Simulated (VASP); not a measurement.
A run of VASP 6.6.1 is set up as follows.

Contents of POSCAR:

```
ZrS
1.0
    0.0000000000      2.6250000000      2.5200000000
    2.6250000000      0.0000000000      2.5200000000
    2.6250000000      2.6250000000      0.0000000000
Zr S
1 1
Direct
    0.0000000000      0.0000000000      0.0000000000
    0.5000000000      0.5000000000      0.5000000000
```

Contents of INCAR.step1:

```
PREC     = Accurate       # precision mode
ENCUT    = 550            # plane-wave cutoff, eV
ISMEAR   = 0              # smearing method
SIGMA    = 0.15           # smearing width, eV
LREAL    = F              # projectors in reciprocal space
LASPH    = T              # aspherical terms in the spheres
NELM     = 120            # most SCF steps
NBANDS   = 16             # bands
GGA      = PE             # functional
ALGO     = Normal         # electronic algorithm
EDIFF    = 1E-5           # SCF threshold, eV
LWAVE    = T              # write WAVECAR
LCHARG   = F              # write CHGCAR
GGA_COMPAT= F
```

The input INCAR.step2:

```
PREC     = Accurate       # precision mode
ENCUT    = 550            # plane-wave cutoff, eV
EDIFF    = 1E-6           # SCF threshold, eV
ISMEAR   = 0              # smearing method
SIGMA    = 0.15           # smearing width, eV
LREAL    = F              # projectors in reciprocal space
LASPH    = T              # aspherical terms in the spheres
NELM     = 120            # most SCF steps
ALGO     = Normal         # electronic algorithm
ISIF     = 2              # what is computed and relaxed
LWAVE    = F              # write WAVECAR
LCHARG   = F              # write CHGCAR
METAGGA  = R2SCAN         # meta-GGA
LMIXTAU  = T            
NBANDS   = 16             # bands
ISTART   = 1            
GGA_COMPAT= F
```

Contents of KPOINTS:

```
Automatic mesh
0
Gamma
  16 16 16
```

Potentials or basis: VASP PAW PBE potentials, release 64 (Zr_sv, S).

The run is started by

```console
$ cat potpaw_PBE.64/Zr_sv/POTCAR potpaw_PBE.64/S/POTCAR > POTCAR
$ cp INCAR.step1 INCAR
$ mpirun -np 1 vasp_std > vasp.out
$ cp INCAR.step2 INCAR
$ mpirun -np 1 vasp_std > vasp.out
```

Q: Predict the pressure.

A: 4.5 GPa.

Q: Estimate the band gap on the k mesh.

A: Zero (bands 9 and 10 overlap by 3.18 eV).

Stress tensor (GPa, compression positive):
```
-0.26  0.00  0.00
 0.00 -0.26  0.00
 0.00  0.00 14.14
```

Caveat: the cell differs from its parent crystal (strain +0.000 along x and y, -0.040 along z); the stress differs along the axes, from -0 to 14 GPa; the PAW data sets were made with another functional, which shifts forces and pressure a little.
